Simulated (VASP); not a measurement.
# WC (P-6m2) in VASP: notebook, part 2 of 2

VASP 6.6.1. The steps go on from the part before.

## (3) Single point, PBEsol (strain -0.040 along x and y, -0.080 along z)

Contents of INCAR:

```
SYSTEM = WC
PREC = Accurate ; ENCUT = 520
EDIFF = 1E-6 ; ISMEAR = 0
SIGMA = 0.15 ; LREAL = .False.
LASPH = .True. ; NELM = 60
ALGO = Normal ; ISIF = 2
LWAVE = .False. ; LCHARG = .False.
GGA = PS ; NBANDS = 16
```

Contents of KPOINTS:

```
regular mesh
0
Gamma
  24 24 22
  0 0 0
```

Contents of POSCAR:

```
WC
1.0
    2.7824771203      0.0000000000      0.0000000000
   -1.3912385602      2.4096958716      0.0000000000
    0.0000000000      0.0000000000      2.6014029513
W C
1 1
Direct
    0.0000000000      0.0000000000      0.0000000000
    0.6666666667      0.3333333333      0.5000000000
```

Potentials or basis: VASP PAW PBE potentials, release 64 (W_sv, C).

Started as:

```bash
cat potpaw_PBE.64/W_sv/POTCAR potpaw_PBE.64/C/POTCAR > POTCAR
mpirun -np 1 vasp_std > vasp.out
```

OUTCAR:

```text
SYSTEM = WC
   PREC = Accurate
   ENCUT = 520
   EDIFF = 1E-6
   ISMEAR = 0
   LREAL = .False.
   LASPH = .True.
   NELM = 60
   ISIF = 2
   GGA = PS

 ion  position               nearest neighbor table
   1  0.000  0.000  0.000-   2 2.07   2 2.07   2 2.07   2 2.07   2 2.07   2 2.07
   2  0.667  0.333  0.500-   1 2.07   1 2.07   1 2.07   1 2.07   1 2.07   1 2.07

  LATTYP: Found a hexagonal cell.
 ALAT       =     2.7824771203
 C/A-ratio  =     0.9349233934

  Lattice vectors:

 A1 = (   2.7824771203,   0.0000000000,   0.0000000000)
 A2 = (  -1.3912385602,   2.4096958716,   0.0000000000)
 A3 = (   0.0000000000,   0.0000000000,   2.6014029513)

Analysis of symmetry for initial positions (statically):
=====================================================================
 Subroutine PRICEL returns:
 Original cell was already a primitive cell.

 Routine SETGRP: Setting up the symmetry group for a
 hexagonal supercell.

 Subroutine GETGRP returns: Found 12 space group operations
 (whereof 12 operations were pure point group operations)
 out of a pool of 24 trial point group operations.

The static configuration has the point symmetry D_3h.

Analysis of symmetry for dynamics (positions and initial velocities):
=====================================================================
 Subroutine PRICEL returns:
 Original cell was already a primitive cell.

 Routine SETGRP: Setting up the symmetry group for a
 hexagonal supercell.

 Subroutine GETGRP returns: Found 12 space group operations
 (whereof 12 operations were pure point group operations)
 out of a pool of 24 trial point group operations.

The dynamic configuration has the point symmetry D_3h.

 Subroutine INISYM returns: Found 12 space group operations
 (whereof 12 operations are pure point group operations),
 and found     1 'primitive' translations

----------------------------------------------------------------------------------------

                                     Primitive cell

  volume of cell :      17.4422

  direct lattice vectors                    reciprocal lattice vectors
     2.782477120  0.000000000  0.000000000     0.359391994  0.207495064  0.000000000
    -1.391238560  2.409695872  0.000000000     0.000000000  0.414990129  0.000000000
     0.000000000  0.000000000  2.601402951     0.000000000  0.000000000  0.384407959

  length of vectors
     2.782477120  2.782477120  2.601402951     0.414990129  0.414990129  0.384407959

  position of ions in fractional coordinates (direct lattice)
     0.000000000  0.000000000  0.000000000
     0.666666667  0.333333333  0.500000000

  ion indices of the primitive-cell ions
   primitive index   ion index
                 1           1
                 2           2

----------------------------------------------------------------------------------------

 KPOINTS: regular mesh

Automatic generation of k-mesh.
 Grid dimensions read from file:
 generate k-points for:   24   24   22

 Generating k-lattice:

  Cartesian coordinates                     Fractional coordinates (reciprocal lattice)
     0.014974666  0.008645628  0.000000000     0.041666667  0.000000000  0.000000000
     0.000000000  0.017291255  0.000000000     0.000000000  0.041666667  0.000000000
     0.000000000  0.000000000  0.017473089     0.000000000  0.000000000  0.045454545

  Length of vectors
     0.017291255  0.017291255  0.017473089

  Shift w.r.t. Gamma in fractional coordinates (k-lattice)
     0.000000000  0.000000000  0.000000000

 Subroutine IBZKPT returns following result:
 ===========================================

 Found    732 irreducible k-points:

 Following reciprocal coordinates:
            Coordinates               Weight
  0.000000  0.000000  0.000000      1.000000
  0.041667  0.000000  0.000000      6.000000
  0.083333  0.000000  0.000000      6.000000
  0.125000 -0.000000  0.000000      6.000000
  0.166667 -0.000000  0.000000      6.000000
  0.208333  0.000000  0.000000      6.000000
[... 16 lines left out ...]
  0.416667  0.041667  0.000000     12.000000
  0.458333  0.041667  0.000000     12.000000
 [... further k-points ...]
   k-points           NKPTS =    732   k-points in BZ     NKDIM =    732   number of bands    NBANDS=     16
   number of dos      NEDOS =    301   number of ions     NIONS =      2
   total plane-waves  NPLWV =  11520
   dimension x,y,z NGX =    24 NGY =   24 NGZ =   20
   dimension x,y,z NGXF=    48 NGYF=   48 NGZF=   40
   ions per type =               1   1
   NGX,Y,Z   is equivalent  to a cutoff of  14.34, 14.34, 12.78 a.u.
   NGXF,Y,Z  is equivalent  to a cutoff of  28.68, 28.68, 25.56 a.u.
 SYSTEM =  WC
   PREC   = accura    normal or accurate (medium, high low for compatibility)
   ISTART =      0    job   : 0-new  1-cont  2-samecut
   ICHARG =      2    charge: 1-file 2-atom 10-const
   ISPIN  =      1    spin polarized calculation?
   LNONCOLLINEAR =      F non collinear calculations
   LSORBIT =      F    spin-orbit coupling
   LASPH  =      T    aspherical Exc in radial PAW
   ENCUT  =  520.0 eV  38.22 Ry    6.18 a.u.   5.17  5.17  4.84*2*pi/ulx,y,z
   NELM   =     60;   NELMIN=  2; NELMDL= -5     # of ELM steps
   EDIFF  = 0.1E-05   stopping-criterion for ELM
   LREAL  =      F    real-space projection
   EDIFFG = 0.1E-04   stopping-criterion for IOM
   NSW    =      0    number of steps for IOM
   IBRION =     -1    ionic relax: 0-MD 1-quasi-New 2-CG
   NFREE  =      0    steps in history (QN), initial steepest desc. (CG)
   ISIF   =      2    stress and relaxation
   ISYM   =      2    0-nonsym 1-usesym 2-fastsym
   POTIM  = 0.5000    time-step for ionic-motion
   TEBEG  =    0.0;   TEEND  =   0.0 temperature during run
   PSTRESS=    0.0 pullay stress
   NELECT =      18.0000    total number of electrons
   NUPDOWN=      -1.0000    fix difference up-down
   EMIN   =  10.00;   EMAX   =-10.00  energy-range for DOS
   EFERMI =   0.00;   METHOD = LEGACY
   ISMEAR =     0;   SIGMA  =   0.15  broadening in eV -4-tet -1-fermi 0-gaus
   EFERMI_NEDOS =   21; number of points for ismear=-14 and -15
   IALGO  =     38    algorithm
   IMIX   =      4    mixing-type and parameters
     AMIX     =   0.40;   BMIX     =  1.00
     AMIX_MAG =   1.60;   BMIX_MAG =  1.00
  volume/ion in A,a.u.               =       8.72        58.85
  Fermi-wavevector in a.u.,A,eV,Ry     =   1.654367  3.126300 37.238193  2.736930
  Thomas-Fermi vector in A             =   2.742646
   LORBIT       =      0    0 simple, 1 ext, 2 COOP (PROOUT), +10 PAW based schemes
   GGA     = PS    functional components
   LHFCALC =     F    Hartree Fock is set to
   AEXX    =    0.0000 exact exchange contribution
   IVDW    =     0    specifies the selected vdW correction
   LEPSILON=     F    determine dielectric tensor
   LRPA    =     F    only Hartree local field effects (RPA)
 non-spin polarized calculation
 Gauss-broadening in eV      SIGMA  =   0.15
  energy-cutoff  :      520.00
  volume of cell :       17.44
 maximum number of plane-waves:       483
 NGX is ok and might be reduce to    24
   NGX = 11   NGY = 11   NGZ =  9

 number of electron      18.0000000 magnetization

 Free energy of the ion-electron system (eV)
  ---------------------------------------------------
  ext. energy  EPLUGINS =         0.00000000
  ---------------------------------------------------
  free energy    TOTEN  =       -22.93561845 eV

  energy without entropy =      -22.93205764  energy(sigma->0) =      -22.93383805

 E-fermi :  13.6808     XC(G=0): -14.9014

 val. band max:       13.6715456924   @ k =   0.1250   0.0417   0.3182
 cond. band min:      13.6856316746   @ k =   0.3333   0.2917   0.0455
 fundamental gap:      0.0140859823
 Fermi energy:        13.6807837117

 k-point     1 :       0.0000    0.0000    0.0000
  band No.  band energies     occupation
      1     -60.0036      2.00000
      2     -23.8758      2.00000
      3     -23.8758      2.00000
      4     -23.8067      2.00000
      5      -2.2018      2.00000
      6       8.1637      2.00000
[... 8 lines left out ...]
     15      30.3349      0.00000
     16      31.7438      0.00000
[... 419 lines left out ...]
 k-point    24 :       0.4583    0.0417    0.0000
  band No.  band energies     occupation
      1     -59.8926      2.00000
      2     -25.2131      2.00000
      3     -24.2029      2.00000
      4     -23.6218      2.00000
      5       1.5384      2.00000
      6       5.7612      2.00000
[... 8 lines left out ...]
     15      28.9295      0.00000
     16      33.5804      0.00000

 [... further k-points ...]
[... 5 lines left out ...]
  --------------------------------------------------------------------------------------
  -------------------------------------------------------------------------------------
  Total        8.8786614      8.8786614     15.4870682     -0.0000000     -0.0000000      0.0000000
  in kB      815.5613061    815.5613061   1422.5853440     -0.0000000     -0.0000000      0.0000000
  external PRESSURE =    1017.9026520 kB  Pullay stress =       0.0000000 kB

 VOLUME and BASIS-vectors are now :
 -----------------------------------------------------------------------------
  energy-cutoff  :      520.00
  volume of cell :       17.44
      direct lattice vectors                 reciprocal lattice vectors
     2.782477120  0.000000000  0.000000000     0.359391994  0.207495064  0.000000000
    -1.391238560  2.409695872  0.000000000     0.000000000  0.414990129  0.000000000
     0.000000000  0.000000000  2.601402951     0.000000000  0.000000000  0.384407959

 POSITION                                       TOTAL-FORCE (eV/Angst)
 -----------------------------------------------------------------------------------
      0.00000      0.00000      0.00000         0.000000      0.000000      0.000000
      1.39124      0.80323      1.30070        -0.000000     -0.000000      0.000000
 -----------------------------------------------------------------------------------
    total drift:                                0.000000     -0.000000      0.000000

  FREE ENERGIE OF THE ION-ELECTRON SYSTEM (eV)
  ---------------------------------------------------
  free  energy   TOTEN  =       -22.9356184529 eV

  energy  without entropy=      -22.9320576432  energy(sigma->0) =      -22.93383805
```

OSZICAR:

```text
N       E                     dE             d eps       ncg     rms          rms(c)
DAV:   1     0.107989304838E+03    0.10799E+03   -0.93593E+03 23544   0.128E+03
DAV:   2    -0.229721040636E+02   -0.13096E+03   -0.12657E+03 27776   0.343E+02
DAV:   3    -0.258884155081E+02   -0.29163E+01   -0.29084E+01 25784   0.488E+01
DAV:   4    -0.259003196911E+02   -0.11904E-01   -0.11904E-01 30112   0.349E+00
DAV:   5    -0.259003895068E+02   -0.69816E-04   -0.69815E-04 25856   0.251E-01    0.473E+01
DAV:   6    -0.230122437151E+02    0.28881E+01   -0.46780E+00 27520   0.246E+01    0.160E+01
DAV:   7    -0.229654073377E+02    0.46836E-01   -0.31295E-01 24880   0.433E+00    0.869E+00
DAV:   8    -0.229366605161E+02    0.28747E-01   -0.24456E-02 26984   0.118E+00    0.134E+00
DAV:   9    -0.229356292058E+02    0.10313E-02   -0.22074E-03 26056   0.365E-01    0.778E-02
DAV:  10    -0.229356216391E+02    0.75667E-05   -0.14810E-04 26288   0.131E-01    0.604E-02
DAV:  11    -0.229356187616E+02    0.28775E-05   -0.65467E-06 28616   0.264E-02    0.552E-03
DAV:  12    -0.229356184529E+02    0.30867E-06   -0.60094E-07 14520   0.759E-03
   1 F= -.22935618E+02 E0= -.22933838E+02  d E =-.356081E-02
```

stdout:

```text
POSCAR found type information on POSCAR W C
 POSCAR found :  2 types and       2 ions
 scaLAPACK will be used
 -----------------------------------------------------------------------------
|                                                                             |
|                                                                             |
|     You enforced a specific xc type in the INCAR file but a different       |
|     I HOPE YOU KNOW WHAT YOU ARE DOING!                                     |
|                                                                             |
 -----------------------------------------------------------------------------

 LDA part: xc-table for (Slater+PW92), standard interpolation
 POSCAR, INCAR and KPOINTS ok, starting setup
 FFT: planning ... GRIDC
 FFT: planning ... GRID_SOFT
 FFT: planning ... GRID
 WAVECAR not read
 entering main loop
```

Run time: 98 s. Hardware: 1 thread of Intel Xeon 8259CL, shared host; peak memory 0.31 GiB.

The run converged, but its numbers aren't listed here, since they failed a check.

Caveat: the cell differs from its parent crystal (strain -0.040 along x and y, -0.080 along z); the stress differs along the axes, from 82 to 142 GPa; the PAW data sets were made with another functional, which shifts forces and pressure a little; spin-orbit coupling is left out, which moves the levels of the heavy elements.

## (4) Single point, PBEsol (strain -0.080 along x and y, +0.040 along z)

Contents of INCAR:

```
SYSTEM = WC
PREC = Accurate ; ENCUT = 520
EDIFF = 1E-7 ; ISMEAR = 0
SIGMA = 0.15 ; LREAL = .FALSE.
LASPH = .TRUE. ; NELM = 60
ALGO = Normal ; ISIF = 2
LWAVE = .FALSE. ; LCHARG = .FALSE.
GGA = PS ; NBANDS = 16
```

Contents of KPOINTS:

```
Automatic mesh
0
G
  24 24 22
  0 0 0
```

Contents of POSCAR:

```
WC
1.0
    2.6665405736      0.0000000000      0.0000000000
   -1.3332702868      2.3092918770      0.0000000000
    0.0000000000      0.0000000000      2.9407163797
W C
1 1
Direct
    0.0000000000      0.0000000000      0.0000000000
    0.6666666667      0.3333333333      0.5000000000
```

Potentials or basis: VASP PAW PBE potentials, release 64 (W_sv, C).

Started as:

```bash
cat potpaw_PBE.64/W_sv/POTCAR potpaw_PBE.64/C/POTCAR > POTCAR
mpirun -np 1 vasp_std > vasp.out
```

OUTCAR:

```text
SYSTEM = WC
   PREC = Accurate
   ENCUT = 520
   EDIFF = 1E-7
   ISMEAR = 0
   LREAL = .FALSE.
   LASPH = .TRUE.
   NELM = 60
   ISIF = 2
   GGA = PS

 ion  position               nearest neighbor table
   1  0.000  0.000  0.000-   2 2.13   2 2.13   2 2.13   2 2.13   2 2.13   2 2.13
   2  0.667  0.333  0.500-   1 2.13   1 2.13   1 2.13   1 2.13   1 2.13   1 2.13

  LATTYP: Found a hexagonal cell.
 ALAT       =     2.6665405736
 C/A-ratio  =     1.1028207892

  Lattice vectors:

 A1 = (   2.6665405736,   0.0000000000,   0.0000000000)
 A2 = (  -1.3332702868,   2.3092918770,   0.0000000000)
 A3 = (   0.0000000000,   0.0000000000,   2.9407163797)

Analysis of symmetry for initial positions (statically):
=====================================================================
 Subroutine PRICEL returns:
 Original cell was already a primitive cell.

 Routine SETGRP: Setting up the symmetry group for a
 hexagonal supercell.

 Subroutine GETGRP returns: Found 12 space group operations
 (whereof 12 operations were pure point group operations)
 out of a pool of 24 trial point group operations.

The static configuration has the point symmetry D_3h.

Analysis of symmetry for dynamics (positions and initial velocities):
[... 157 lines left out ...]

  energy without entropy =      -22.96484076  energy(sigma->0) =      -22.96630048

 E-fermi :  13.0492     XC(G=0): -14.7197

 val. band max:       13.0398646354   @ k =   0.3750   0.2083   0.0000
 cond. band min:      13.0549683597   @ k =   0.4167   0.1250   0.0000
 fundamental gap:      0.0151037243
 Fermi energy:        13.0492116648

 k-point     1 :       0.0000    0.0000    0.0000
  band No.  band energies     occupation
      1     -60.7054      2.00000
      2     -24.9805      2.00000
      3     -24.2387      2.00000
      4     -24.2387      2.00000
      5      -2.4877      2.00000
      6       7.4583      2.00000
[... 433 lines left out ...]
      3     -24.6837      2.00000
      4     -24.6740      2.00000
      5       1.7629      2.00000
      6       5.5330      2.00000
[... 8 lines left out ...]
     15      27.8230      0.00000
     16      33.9935      0.00000

 [... further k-points ...]
[... 5 lines left out ...]
  --------------------------------------------------------------------------------------
  -------------------------------------------------------------------------------------
  Total       11.5848298     11.5848298      0.1874832      0.0000000      0.0000000      0.0000000
  in kB     1024.9910584   1024.9910585     16.5879536      0.0000000      0.0000000      0.0000000
  external PRESSURE =     688.8566902 kB  Pullay stress =       0.0000000 kB

 VOLUME and BASIS-vectors are now :
 -----------------------------------------------------------------------------
  energy-cutoff  :      520.00
  volume of cell :       18.11
      direct lattice vectors                 reciprocal lattice vectors
     2.666540574  0.000000000  0.000000000     0.375017733  0.216516589  0.000000000
    -1.333270287  2.309291877  0.000000000     0.000000000  0.433033178  0.000000000
     0.000000000  0.000000000  2.940716380     0.000000000  0.000000000  0.340053195

 POSITION                                       TOTAL-FORCE (eV/Angst)
 -----------------------------------------------------------------------------------
      0.00000      0.00000      0.00000        -0.000000      0.000000      0.000000
      1.33327      0.76976      1.47036         0.000000      0.000000      0.000000
 -----------------------------------------------------------------------------------
    total drift:                                0.000000     -0.000000      0.000000

  FREE ENERGIE OF THE ION-ELECTRON SYSTEM (eV)
  ---------------------------------------------------
  free  energy   TOTEN  =       -22.9677601955 eV

  energy  without entropy=      -22.9648407625  energy(sigma->0) =      -22.96630048
```

stdout:

```text
POSCAR found type information on POSCAR W C
 POSCAR found :  2 types and       2 ions
 scaLAPACK will be used
 -----------------------------------------------------------------------------
|                                                                             |
|                                                                             |
|     You enforced a specific xc type in the INCAR file but a different       |
|     I HOPE YOU KNOW WHAT YOU ARE DOING!                                     |
|                                                                             |
 -----------------------------------------------------------------------------

 LDA part: xc-table for (Slater+PW92), standard interpolation
 POSCAR, INCAR and KPOINTS ok, starting setup
 FFT: planning ... GRIDC
 FFT: planning ... GRID_SOFT
 FFT: planning ... GRID
 WAVECAR not read
 entering main loop
```

Wall time 2.2 min (1 thread of Intel Xeon 8259CL, shared host); peak memory 0.31 GiB.

Results:

* Free energy: -22.9678 eV
* Pressure: 68.9 GPa
* Band gap on the k mesh: zero (bands 9 and 10 overlap by 1.32 eV)

Caveat: the cell differs from its parent crystal (strain -0.080 along x and y, +0.040 along z); the stress differs along the axes, from 2 to 102 GPa; the PAW data sets were made with another functional, which shifts forces and pressure a little; spin-orbit coupling is left out, which moves the levels of the heavy elements.
